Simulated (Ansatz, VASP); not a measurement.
# Two plane-wave programs on Sn

```
CELL_PARAMETERS angstrom
4.47211 0.00000 0.00000
0.00000 3.15512 0.00000
0.00000 0.00000 4.23172
ATOMIC_POSITIONS crystal
Sn 0.25000 0.50000 0.75005
Sn 0.75000 0.50000 0.24995
```

Alike in both runs: functional PBE; k mesh 4 × 6 × 4; occupations gaussian, width 0.1 eV; no spin polarisation.

Ansatz relaxed the structure, and its values are those at the end. VASP's run is a single point on that final structure, the one shown.

|  | VASP | Ansatz |
| --- | --- | --- |
| version | VASP 6.6.1 | Ansatz 0.2.0 |
| potentials or method | VASP PAW PBE potentials, release 64 (Sn_d), cutoff 520 eV | scalar-relativistic, plane waves, PAW |
| valence electrons in the cell | 28 | 28 |

Ansatz gave:

```
gap on the k mesh at the Fermi level (eV) : none
pressure (GPa)                            : 0.0
```

Which values does VASP return?

gap on the k mesh at the Fermi level (eV): none; pressure (GPa): -0.1.

A gap of «none» marks a metal or a gap that the smearing closes.

The k mesh is coarse, so the values compare programs but aren't converged.
